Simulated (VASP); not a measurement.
Input of a VASP 6.6.1 run:

POSCAR

```
GaP
1.0
    0.0000000000      2.6163833159      2.8167230051
    2.6163833159      0.0000000000      2.8167230051
    2.6163833159      2.6163833159      0.0000000000
Ga P
1 1
Direct
    0.0000000000      0.0000000000      0.0000000000
    0.2500000000      0.2500000000      0.2500000000
```

Contents of INCAR.step1:

```
ALGO = Normal ; EDIFF = 1E-4
ENCUT = 520 ; GGA = PE
GGA_COMPAT = F ; ISMEAR = -1
LASPH = T ; LCHARG = F
LREAL = F ; LSORBIT = T
LWAVE = T ; MAGMOM = 0 0 0 0 0 0
NBANDS = 30 ; NELM = 150
PREC = Accurate ; SIGMA = 0.02
```

File INCAR.step2:

```
ALGO = Normal ; EDIFF = 1E-6
ENCUT = 520 ; GGA_COMPAT = F
ISIF = 2 ; ISMEAR = -1
ISTART = 1 ; LASPH = T
LCHARG = F ; LMIXTAU = T
LORBIT = 11 ; LORBMOM = T
LREAL = F ; LSORBIT = T
LWAVE = F ; MAGMOM = 0 0 0 0 0 0
METAGGA = R2SCAN ; NBANDS = 30
NELM = 150 ; PREC = Accurate
SIGMA = 0.02
```

KPOINTS

```
k-points
0
Gamma
  8 8 8
```

Potentials or basis: VASP PAW PBE potentials, release 64 (Ga_d, P).

Run with:

```sh
$ cat potpaw_PBE.64/Ga_d/POTCAR potpaw_PBE.64/P/POTCAR > POTCAR
$ cp INCAR.step1 INCAR
$ mpirun -np 1 vasp_ncl > vasp.out
$ cp INCAR.step2 INCAR
$ mpirun -np 1 vasp_ncl > vasp.out
```

**Question.** Estimate the pressure.

**Answer.** 4.5 GPa.

**Question.** What does it give for the net moment?

**Answer.** 0.00 μB per cell.

Moments on the atoms (μB; x, y, z):
```
Ga  0.00 0.00 0.00
P   0.00 0.00 0.00
```

Caveat: the cell differs from its parent crystal (epitaxial xy strain -4.0%); the PAW data sets were made with another functional, which shifts forces and pressure a little.
